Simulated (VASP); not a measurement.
# Cu2Cl (Pnnm) in VASP: a series of runs

The runs below take Cu2Cl through single point, relaxation of cell and atoms, with PBE.

All numbers are computed with VASP 6.6.1; they aren't measurements. Logs are shortened: lines on timing, memory, paths and dates and some standing lists are left out, and cuts for length are marked.

**1. The cell of the first run**

Symmetry: Pnnm, No. 58, orthorhombic system. Conventional cell: a = 5.608 Å, b = 6.081 Å, c = 2.968 Å, α = 90.00°, β = 90.00°, γ = 90.00°. Within 3.6 Å of Cu (site symmetry m) lie 7 Cu at 2.39 to 3.30 Å and 4 Cl at 2.50 to 3.51 Å. Within 3.3 Å of Cl (site symmetry 2/m) lie 6 Cu at 2.50 to 2.53 Å and 2 Cl at 2.97 Å.

**2. Single point, PBE**

File INCAR:

```
PREC     = Accurate       # precision mode
ENCUT    = 520            # plane-wave cutoff, eV
EDIFF    = 1E-6           # SCF threshold, eV
ISMEAR   = 0              # smearing method
SIGMA    = 0.1            # smearing width, eV
LREAL    = False          # projectors in reciprocal space
LASPH    = True           # aspherical terms in the spheres
NELM     = 100            # most SCF steps
ALGO     = Normal         # electronic algorithm
ISIF     = 2              # what is computed and relaxed
LWAVE    = False          # write WAVECAR
LCHARG   = False          # write CHGCAR
GGA      = PE             # functional
NBANDS   = 38             # bands
```

File KPOINTS:

```
regular mesh
0
Gamma
  4 4 6
```

File POSCAR:

```
Cu2Cl
1.0
    6.0813553505      0.0000000000      0.0000000000
    0.0000000000      5.6078481133      0.0000000000
    0.0000000000      0.0000000000      2.9678615662
Cu Cl
4 2
Direct
    0.1751416181      0.4042802671      0.0000000000
    0.8248583819      0.5957197329      0.0000000000
    0.6751416181      0.0957197329      0.5000000000
    0.3248583819      0.9042802671      0.5000000000
    0.0000000000      0.0000000000      0.0000000000
    0.5000000000      0.5000000000      0.5000000000
```

Potentials or basis: VASP PAW PBE potentials, release 64 (Cu, Cl).

Command:

```sh
$ cat potpaw_PBE.64/Cu/POTCAR potpaw_PBE.64/Cl/POTCAR > POTCAR
$ mpirun -np 1 vasp_std > vasp.out
```

OUTCAR:

```text
PREC = Accurate
   ENCUT = 520
   EDIFF = 1E-6
   ISMEAR = 0
   LREAL = False
   LASPH = True
   NELM = 100
   ISIF = 2
   GGA = PE

 ion  position               nearest neighbor table
   1  0.175  0.404  0.000-   2 2.39   5 2.50   6 2.53   6 2.53
   2  0.825  0.596  0.000-   1 2.39   5 2.50   6 2.53   6 2.53
   3  0.675  0.096  0.500-   4 2.39   6 2.50   5 2.53   5 2.53
   4  0.325  0.904  0.500-   3 2.39   6 2.50   5 2.53   5 2.53
   5  0.000  0.000  0.000-   1 2.50   2 2.50   3 2.53   4 2.53   3 2.53   4 2.53
   6  0.500  0.500  0.500-   3 2.50   4 2.50   1 2.53   2 2.53   1 2.53   2 2.53

  LATTYP: Found a simple orthorhombic cell.
 ALAT       =     2.9678615662
 B/A-ratio  =     1.8895248273
 C/A-ratio  =     2.0490697476

  Lattice vectors:

 A1 = (   0.0000000000,   0.0000000000,  -2.9678615662)
 A2 = (   0.0000000000,   5.6078481133,   0.0000000000)
 A3 = (   6.0813553505,   0.0000000000,   0.0000000000)

Analysis of symmetry for initial positions (statically):
=====================================================================
 Subroutine PRICEL returns:
 Original cell was already a primitive cell.

 Routine SETGRP: Setting up the symmetry group for a
 simple orthorhombic supercell.

 Subroutine GETGRP returns: Found  8 space group operations
 (whereof  4 operations were pure point group operations)
 out of a pool of  8 trial point group operations.

The static configuration has the point symmetry C_2h.
 The point group associated with its full space group is D_2h.

Analysis of symmetry for dynamics (positions and initial velocities):
=====================================================================
 Subroutine PRICEL returns:
 Original cell was already a primitive cell.

 Routine SETGRP: Setting up the symmetry group for a
 simple orthorhombic supercell.

 Subroutine GETGRP returns: Found  8 space group operations
 (whereof  4 operations were pure point group operations)
 out of a pool of  8 trial point group operations.

The dynamic configuration has the point symmetry C_2h.
 The point group associated with its full space group is D_2h.

 Subroutine INISYM returns: Found  8 space group operations
 (whereof  4 operations are pure point group operations),
 and found     1 'primitive' translations

[... 103 lines left out ...]
   LREAL  =      F    real-space projection
   EDIFFG = 0.1E-04   stopping-criterion for IOM
   NSW    =      0    number of steps for IOM
   IBRION =     -1    ionic relax: 0-MD 1-quasi-New 2-CG
   NFREE  =      0    steps in history (QN), initial steepest desc. (CG)
   ISIF   =      2    stress and relaxation
   ISYM   =      2    0-nonsym 1-usesym 2-fastsym
   POTIM  = 0.5000    time-step for ionic-motion
   TEBEG  =    0.0;   TEEND  =   0.0 temperature during run
   PSTRESS=    0.0 pullay stress
   NELECT =      58.0000    total number of electrons
   NUPDOWN=      -1.0000    fix difference up-down
   EMIN   =  10.00;   EMAX   =-10.00  energy-range for DOS
   EFERMI =   0.00;   METHOD = LEGACY
   ISMEAR =     0;   SIGMA  =   0.10  broadening in eV -4-tet -1-fermi 0-gaus
   EFERMI_NEDOS =   21; number of points for ismear=-14 and -15
   IALGO  =     38    algorithm
   IMIX   =      4    mixing-type and parameters
     AMIX     =   0.40;   BMIX     =  1.00
     AMIX_MAG =   1.60;   BMIX_MAG =  1.00
  volume/ion in A,a.u.               =      16.87       113.84
  Fermi-wavevector in a.u.,A,eV,Ry     =   1.359787  2.569624 25.157437  1.849019
  Thomas-Fermi vector in A             =   2.486505
   LORBIT       =      0    0 simple, 1 ext, 2 COOP (PROOUT), +10 PAW based schemes
   GGA     = PE    functional components
   LHFCALC =     F    Hartree Fock is set to
   AEXX    =    0.0000 exact exchange contribution
   IVDW    =     0    specifies the selected vdW correction
   LEPSILON=     F    determine dielectric tensor
   LRPA    =     F    only Hartree local field effects (RPA)
 non-spin polarized calculation
 Gauss-broadening in eV      SIGMA  =   0.10
  energy-cutoff  :      520.00
  volume of cell :      101.21
 maximum number of plane-waves:      2761
 NGX is ok and might be reduce to    48
   NGX = 23   NGY = 21   NGZ = 11

 number of electron      58.0000039 magnetization

 Free energy of the ion-electron system (eV)
  ---------------------------------------------------
  ext. energy  EPLUGINS =         0.00000000
  ---------------------------------------------------
  free energy    TOTEN  =       -16.36708368 eV

  energy without entropy =      -16.36100407  energy(sigma->0) =      -16.36404387

 E-fermi :   5.2125     XC(G=0): -10.5827

 val. band max:        5.0778472856   @ k =   0.5000   0.2500   0.1667
 cond. band min:       5.2598833676   @ k =   0.2500   0.2500   0.3333
 fundamental gap:      0.1820360820
 Fermi energy:         5.2124748395

 k-point     1 :       0.0000    0.0000    0.0000
  band No.  band energies     occupation
      1     -12.2229      2.00000
      2     -11.9825      2.00000
      3      -2.1804      2.00000
      4      -1.4161      2.00000
      5      -1.0108      2.00000
      6      -0.6865      2.00000
[... 973 lines left out ...]
     37      12.7012      0.00000
     38      12.7012      0.00000

 [... further k-points ...]

------------------------ aborting loop because EDIFF is reached ----------------------------------------

  FORCE on cell =-STRESS in cart. coord.  units (eV):
  Direction    XX          YY          ZZ          XY          YZ          ZX
  --------------------------------------------------------------------------------------
  -------------------------------------------------------------------------------------
  Total        0.0892418      0.0056762     -0.0390543      0.0000000      0.0000000      0.0000000
  in kB        1.4126629      0.0898521     -0.6182149      0.0000000      0.0000000      0.0000000
  external PRESSURE =       0.2947667 kB  Pullay stress =       0.0000000 kB

 VOLUME and BASIS-vectors are now :
 -----------------------------------------------------------------------------
  energy-cutoff  :      520.00
  volume of cell :      101.21
      direct lattice vectors                 reciprocal lattice vectors
     6.081355350  0.000000000  0.000000000     0.164437028  0.000000000  0.000000000
     0.000000000  5.607848113  0.000000000     0.000000000  0.178321520  0.000000000
     0.000000000  0.000000000  2.967861566     0.000000000  0.000000000  0.336942939

 POSITION                                       TOTAL-FORCE (eV/Angst)
 -----------------------------------------------------------------------------------
      1.06510      2.26714      0.00000         0.006443      0.001650      0.000000
      5.01626      3.34071      0.00000        -0.006443     -0.001650     -0.000000
      4.10578      0.53678      1.48393         0.006443     -0.001650     -0.000000
      1.97558      5.07107      1.48393        -0.006443      0.001650      0.000000
      0.00000      0.00000      0.00000         0.000000      0.000000      0.000000
      3.04068      2.80392      1.48393         0.000000      0.000000      0.000000
 -----------------------------------------------------------------------------------
    total drift:                                0.000000      0.000000      0.000000

  FREE ENERGIE OF THE ION-ELECTRON SYSTEM (eV)
  ---------------------------------------------------
  free  energy   TOTEN  =       -16.3670836797 eV

  energy  without entropy=      -16.3610040700  energy(sigma->0) =      -16.36404387
```

stdout:

```text
POSCAR found type information on POSCAR CuCl
 POSCAR found :  2 types and       6 ions
 scaLAPACK will be used
 LDA part: xc-table for (Slater+PW92), standard interpolation
 POSCAR, INCAR and KPOINTS ok, starting setup
 FFT: planning ... GRIDC
 FFT: planning ... GRID_SOFT
 FFT: planning ... GRID
 WAVECAR not read
 entering main loop
```

Run time: 55 s. Hardware: 1 thread of AMD EPYC 9R45 (Zen 5), shared host; peak memory 0.23 GiB.

Results:

- Free energy: -16.3671 eV
- Pressure: 0.0 GPa
- Largest force: 0.007 eV/Å
- Band gap on the k mesh: zero (bands 29 and 30 overlap by 2.53 eV)

Forces on the atoms (eV/Å):
```
Cu   0.006  0.002  0.000
Cu  -0.006 -0.002  0.000
Cu   0.006 -0.002  0.000
Cu  -0.006  0.002  0.000
Cl   0.000  0.000  0.000
Cl   0.000  0.000  0.000
```

Stress tensor (GPa, compression positive):
```
 0.14  0.00  0.00
 0.00  0.01  0.00
 0.00  0.00 -0.06
```

With open d or f shells a metallic result of PBE can be an artefact of self-interaction; +U or a hybrid may open a gap.

**3. Relaxation of cell and atoms, PBE**

This run uses another cell than the first one, of 15.66 Å³/atom.

File INCAR:

```
PREC     = Accurate       # precision mode
ENCUT    = 600            # plane-wave cutoff, eV
EDIFF    = 1E-6           # SCF threshold, eV
ISMEAR   = 0              # smearing method
SIGMA    = 0.1            # smearing width, eV
LREAL    = False          # projectors in reciprocal space
LASPH    = True           # aspherical terms in the spheres
NELM     = 100            # most SCF steps
ALGO     = Normal         # electronic algorithm
ISIF     = 3              # what is computed and relaxed
LWAVE    = False          # write WAVECAR
LCHARG   = False          # write CHGCAR
GGA      = PE             # functional
IBRION   = 2              # ionic algorithm
NSW      = 90             # ionic steps
EDIFFG   = -0.04          # ionic threshold
```

KPOINTS is that of step 2.

File POSCAR:

```
Cu2Cl
1.0
    4.6574995741      0.0000000000      0.0000000000
    0.0000000000      5.6844422872      0.0000000000
    0.0000000000      0.0000000000      3.5486110241
Cu Cl
4 2
Direct
    0.2004000000      0.3787000000      0.0000000000
    0.7996000000      0.6213000000      0.0000000000
    0.7004000000      0.1213000000      0.5000000000
    0.2996000000      0.8787000000      0.5000000000
    0.0000000000      0.0000000000      0.0000000000
    0.5000000000      0.5000000000      0.5000000000
```

Potentials or basis: VASP PAW PBE potentials, release 64 (Cu, Cl).

Command:

```sh
$ cat potpaw_PBE.64/Cu/POTCAR potpaw_PBE.64/Cl/POTCAR > POTCAR
$ mpirun -np 1 vasp_std > vasp.out
```

Wall time 31 min (1 thread of AMD EPYC 9R45 (Zen 5), shared host); peak memory 0.28 GiB.

Results (log left out):

```yaml
Free_energy: -16.3430 eV
Relaxed_volume: 16.84 Å³/atom
Relaxed_cell: a = 6.092 Å, b = 5.576 Å, c = 2.975 Å, α = 90.00°, β = 90.00°, γ = 90.00°
Space_group_after_relaxing_to_0.1_Å: Pnnm (No. 58)
Energy_gained_by_relaxing: 145.5 meV/atom
Ionic_steps: 43
Pressure_after_relaxing: -0.1 GPa
Largest_force_after_relaxing: 0.018 eV/Å
Band_gap_on_the_k_mesh: zero (bands 29 and 30 overlap by 2.51 eV)
```

Forces in eV/Å, atoms in the order of the input:
```
Cu   0.012  0.013  0.000
Cu  -0.012 -0.013  0.000
Cu   0.012 -0.013  0.000
Cu  -0.012  0.013  0.000
Cl   0.000  0.000  0.000
Cl   0.000  0.000  0.000
```

Stress tensor (GPa, compression positive):
```
-0.22  0.00  0.00
 0.00  0.21  0.00
 0.00  0.00 -0.31
```

Step by step:
```csv
step,energy change (eV),largest force (eV/Å),pressure (GPa),volume (Å³)
1,0.0000,0.3361,9.86,93.95
3,-0.3960,0.2100,-0.23,108.48
5,-0.4044,0.1600,0.01,108.31
7,-0.4154,0.0768,0.12,108.74
9,-0.4494,0.0553,-0.85,110.69
11,-0.4751,0.1996,-1.95,113.35
13,-0.4907,0.2460,-1.92,113.30
15,-0.5347,0.4728,-1.93,112.55
17,-0.6162,0.5170,-0.03,107.38
19,-0.6620,0.4161,-0.71,108.07
21,-0.7494,0.4595,0.47,102.87
23,-0.7924,0.2023,-0.08,103.50
25,-0.8091,0.0679,0.19,102.40
27,-0.8102,0.0926,0.07,102.87
29,-0.8164,0.0634,-0.44,103.52
31,-0.8202,0.0730,0.18,102.74
33,-0.8233,0.0820,0.33,102.36
35,-0.8431,0.0732,0.38,101.88
37,-0.8583,0.1455,0.16,101.26
39,-0.8700,0.0720,-0.09,101.10
41,-0.8714,0.0273,0.15,100.68
43,-0.8728,0.0177,-0.11,101.05
```

Final structure:
```yaml
crystal:
  lattice:
    - [6.09164, 0.00000, 0.00000]
    - [0.00000, 5.57584, 0.00000]
    - [0.00000, 0.00000, 2.97504]
  atoms:
    - { symbol: Cu, position: [0.17492, 0.40356, 0.00000] }
    - { symbol: Cu, position: [0.82508, 0.59644, 0.00000] }
    - { symbol: Cu, position: [0.67492, 0.09644, 0.50000] }
    - { symbol: Cu, position: [0.32508, 0.90356, 0.50000] }
    - { symbol: Cl, position: [0.00000, 0.00000, 0.00000] }
    - { symbol: Cl, position: [0.50000, 0.50000, 0.50000] }
```

Levels at points of the mesh, in eV from the Fermi level:
| k point | band 26 | band 27 | band 28 | band 29 | band 30 | band 31 |
| --- | --- | --- | --- | --- | --- | --- |
| (0.00, 0.00, 0.00) | -1.54 | -1.49 | -1.29 | -0.89 | -0.89 | 1.74 |
| (0.50, 0.00, 0.00) | -1.67 | -0.99 | -0.99 | -0.85 | -0.85 | 2.07 |
| (0.00, 0.50, 0.00) | -1.61 | -1.16 | -1.16 | -0.36 | -0.36 | 2.83 |
| (0.50, 0.50, 0.00) | -1.54 | -0.99 | -0.99 | 0.47 | 0.47 | 0.51 |
| (0.00, 0.00, 0.50) | -1.25 | -1.12 | -1.12 | 1.19 | 1.19 | 2.22 |
| (0.50, 0.00, 0.50) | -1.36 | -1.24 | -1.24 | 0.55 | 0.55 | 3.48 |
| (0.00, 0.50, 0.50) | -1.34 | -1.12 | -1.12 | 1.01 | 1.01 | 2.26 |
| (0.50, 0.50, 0.50) | -1.39 | -1.37 | -1.37 | 1.57 | 1.57 | 2.67 |

Caveat: a cell axis changed by over 15 % at a fixed basis, so the end point is rough. With open d or f shells a metallic result of PBE can be an artefact of self-interaction; +U or a hybrid may open a gap.

**4. Single point, PBE**

File INCAR:

```
ALGO = Normal ; EDIFF = 1E-6
ENCUT = 520 ; GGA = PE
ISIF = 2 ; ISMEAR = 0
LASPH = True ; LCHARG = False
LREAL = False ; LWAVE = False
NBANDS = 38 ; NELM = 60
PREC = Accurate ; SIGMA = 0.1
```

File KPOINTS:

```
k-points
0
Gamma
  8 6 12
```

File POSCAR:

```
Cu2Cl
1.0
    5.5930430124      0.0000000000      0.0000000000
    0.0000000000      6.1032172748      0.0000000000
    0.0000000000      0.0000000000      2.9642593220
Cu Cl
4 2
Direct
    0.4061529824      0.1757055839      0.0000000000
    0.5938470176      0.8242944161      0.0000000000
    0.0938470176      0.6757055839      0.5000000000
    0.9061529824      0.3242944161      0.5000000000
    0.0000000000      0.0000000000      0.0000000000
    0.5000000000      0.5000000000      0.5000000000
```

Command:

```sh
$ cat potpaw_PBE.64/Cu/POTCAR potpaw_PBE.64/Cl/POTCAR > POTCAR
$ mpirun -np 1 vasp_std > vasp.out
```

Wall time 4.6 min (1 thread of AMD EPYC 9R45 (Zen 5), shared host); peak memory 0.47 GiB.

Results (log left out):

```
Free energy            : -16.3629 eV
Pressure               : 0.0 GPa
Band gap on the k mesh : zero (bands 29 and 30 overlap by 2.61 eV)
```

Levels at points of the mesh, in eV from the Fermi level:
```tsv
k point	band 27	band 28	band 29	band 30	band 31	band 32
(0.00, 0.00, 0.00)	-1.51	-1.30	-0.92	-0.90	1.71	3.89
(0.50, 0.00, 0.00)	-1.15	-1.15	-0.41	-0.41	2.79	2.79
(0.00, 0.50, 0.00)	-0.98	-0.98	-0.89	-0.89	2.05	2.05
(0.50, 0.50, 0.00)	-0.97	-0.97	0.44	0.44	0.44	0.44
(0.00, 0.00, 0.50)	-1.12	-1.12	1.19	1.19	2.21	2.21
(0.50, 0.00, 0.50)	-1.12	-1.12	1.00	1.00	2.27	2.27
(0.00, 0.50, 0.50)	-1.26	-1.26	0.56	0.56	3.48	3.48
(0.50, 0.50, 0.50)	-1.39	-1.39	1.58	1.58	2.67	2.67
```

With open d or f shells a metallic result of PBE can be an artefact of self-interaction; +U or a hybrid may open a gap.

**5. Overview**

```tsv
task	cell	k mesh	cutoff (eV)	gap on the mesh (eV)	pressure (GPa)	largest force (eV/Å)
single point	a = 6.081, b = 5.608, c = 2.968 Å, 6 atoms, atomic positions A	4 × 4 × 6	520	none	0.0	0.01
relaxation of cell and atoms	relaxed from a = 4.657, b = 5.684, c = 3.549 Å, 6 atoms, atomic positions B	4 × 4 × 6	600	none	-0.1	0.02
single point	a = 5.593, b = 6.103, c = 2.964 Å, 6 atoms, atomic positions C	8 × 6 × 12	520	none	0.0	-
```

Alike in all rows: level PBE; potentials or basis VASP PAW PBE potentials, release 64 (Cu, Cl); no spin polarisation; smearing gaussian 0.1 eV.

Caveats: a cell axis changed by over 15 % at a fixed basis, so the end point is rough (at least some runs).

Absolute energies hang on the potentials; compare differences alone.

The gap in the log of VASP goes by the Fermi energy; the results here count the filled bands.